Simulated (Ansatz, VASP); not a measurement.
## Pb in VASP and in Ansatz

Contents of INCAR:

```
PREC = Accurate ; ENCUT = 500
EDIFF = 1E-6 ; ISMEAR = 0
SIGMA = 0.05 ; LREAL = F
LASPH = T ; NELM = 120
ALGO = Normal ; ISIF = 2
LWAVE = F ; LCHARG = F
GGA = PE ; NBANDS = 13
GGA_COMPAT = F
```

The input KPOINTS:

```
Automatic mesh
0
Gamma
  13 13 13
```

File POSCAR:

```
Pb
1.0
    0.0000000000      2.4698000000      2.4698000000
    2.4698000000      0.0000000000      2.4698000000
    2.4698000000      2.4698000000      0.0000000000
Pb
1
Direct
    0.0000000000      0.0000000000      0.0000000000
```

Input for Ansatz:

```yaml
crystal:
  lattice:
    - [0.0, 2.4698, 2.4698]
    - [2.4698, 0.0, 2.4698]
    - [2.4698, 2.4698, 0.0]
  atoms:
    - { symbol: Pb, position: [0.0, 0.0, 0.0] }
kpoints:
  mp_grid: { grid: [13, 13, 13] }
scf:
  occupations: { method: gaussian, width: 0.05 }
hamiltonian:
  xc: pbe
  pseudopotentials: { kind: all_electron, lapw: { basis_error: 0.00025 } }
output:
  forces: true
  stress: true
  eigenvalues: true
```

Alike in both runs: task single point; functional PBE; k mesh 13 × 13 × 13; occupations gaussian, width 0.05 eV; no spin polarisation.

```csv
,VASP,Ansatz
version,VASP 6.6.1,Ansatz 0.2.0
potentials or method,"VASP PAW PBE potentials, release 64 (Pb_d), cutoff 500 eV","all-electron LAPW, scalar-relativistic"
```

VASP gave:

```
pressure (GPa) : 2.6
```

What did Ansatz give for the same quantities?

Pressure (GPa): 2.7.

Ansatz ran all-electron here, and VASP with PAW potentials.

Spin-orbit coupling is off throughout.
